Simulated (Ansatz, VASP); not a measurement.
# Zr in VASP and in Ansatz

Contents of INCAR:

```
PREC = Accurate
ENCUT = 520
EDIFF = 1E-7
ISMEAR = -1
SIGMA = 0.1
LREAL = F
LASPH = T
NELM = 60
ALGO = Normal
ISIF = 2
LWAVE = F
LCHARG = T
GGA = B5
ALDAX = 1.0
AGGAX = 1.0
AGGAC = 1.0
ALDAC = 0.0
LELF = T
LVHAR = T
NBANDS = 19
```

Contents of KPOINTS:

```
Automatic mesh
0
Gamma
  18 18 10
```

POSCAR

```
Zr
1.0
    3.3516302203      0.0000000000      0.0000000000
   -1.6758151101      2.9025969149      0.0000000000
    0.0000000000      0.0000000000      5.3691793462
Zr
2
Direct
    0.3333333333      0.6666666667      0.2500000000
    0.6666666667      0.3333333333      0.7500000000
```

Input for Ansatz:

```yaml
crystal:
  lattice:
    - [3.3516302195, 0.0, 0.0]
    - [-1.6758151097, 2.9025969142, 0.0]
    - [0.0, 0.0, 5.3691793476]
  atoms:
    - { symbol: Zr, position: [0.3333333333, 0.6666666667, 0.25] }
    - { symbol: Zr, position: [0.6666666667, 0.3333333333, 0.75] }
hamiltonian:
  xc: blyp
  pseudopotentials:
    kind: paw
    azcp:
      Zr: "pseudopotentials/Zr.paw.azcp"
basis:
  ecutwfc: 420
  fft_grid_basis: typed
kpoints:
  mp_grid: { grid: [18, 18, 10], shift: [0, 0, 0] }
magnetization:
  spin_polarized: false
scf:
  occupations: { method: fermi_dirac, width: 0.1 }
output:
  stress: true
```

Alike in both runs: task single point; functional BLYP; k mesh 18 × 18 × 10; occupations fermi-dirac, width 0.1 eV; no spin polarisation.

|  | VASP | Ansatz |
| --- | --- | --- |
| version | VASP 6.6.1 | Ansatz 0.2.0 |
| potentials or method | VASP PAW PBE potentials, release 64 (Zr_sv), cutoff 520 eV | plane waves (420 eV) with PAW, scalar-relativistic |
| valence electrons in the cell | 24 | 24 |

```tsv
	VASP	Ansatz	Ansatz less VASP
pressure (GPa)	-5.8	-5.9	-0.11
traceless stress, the component that is largest in VASP (GPa)	-0.14	-0.16	-0.024
```

VASP's potentials were made for PBE, not for BLYP. With one functional, cell and mesh, what is left measures potentials, basis and numerics.
